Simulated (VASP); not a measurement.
Set up this calculation in VASP 6.6.1, as the native input.

```
Task                   : single point
Functional             : PBE
Dispersion             : D3(BJ)
Potentials or basis    : VASP PAW PBE potentials, release 64 (Se, Pt)
Cutoff                 : 520 eV
k mesh                 : 9 × 9 × 1
Occupations            : gaussian, width 0.05 eV
Spin                   : no spin polarisation
Dipole correction      : yes
Further INCAR settings : ALGO = Normal; EDIFF = 1e-06; NBANDS = 31
```

The structure of PtSe2 lies in POSCAR:

```
PtSe2
1.0
    3.7069017468      0.0000000000      0.0000000000
   -1.8534508734      3.2102710821      0.0000000000
    0.0000000000      0.0000000000     22.7988449202
Se Pt
4 2
Direct
    0.6666666667      0.3333333333      0.1973784205
    0.3333333333      0.6666666667      0.3135870473
    0.3333333333      0.6666666667      0.4521905604
    0.6666666667      0.3333333333      0.5683991871
    0.0000000000      0.0000000000      0.2554827339
    1.0000000000      1.0000000000      0.5102948737
```

One way to write it, as run:

INCAR

```
PREC = Accurate
ENCUT = 520
EDIFF = 1E-6
ISMEAR = 0
SIGMA = 0.05
LREAL = False
LASPH = True
NELM = 80
ALGO = Normal
ISIF = 2
LWAVE = False
LCHARG = False
LDIPOL = True
IDIPOL = 3
DIPOL = 0.5 0.5 0.383
GGA = PE
IVDW = 12
NBANDS = 31
```

KPOINTS

```
Automatic mesh
0
Gamma
  9 9 1
```

Potentials or basis: VASP PAW PBE potentials, release 64 (Se, Pt).

Launch:

```sh
$ cat potpaw_PBE.64/Se/POTCAR potpaw_PBE.64/Pt/POTCAR > POTCAR
$ mpirun -np 1 vasp_std > vasp.out
```

It gave:

The largest force is 0.344 eV/Å. The band gap on the k mesh is 0.47 eV (least direct gap 0.73 eV) and the dispersion energy per atom is -0.354 eV.

Caveat: spin-orbit coupling is left out, which moves the levels of the heavy elements.

Wall time 3.1 min on 1 thread of AMD EPYC 7R13 Processor (Zen 3), with other jobs on the host, peak memory 0.38 GiB.
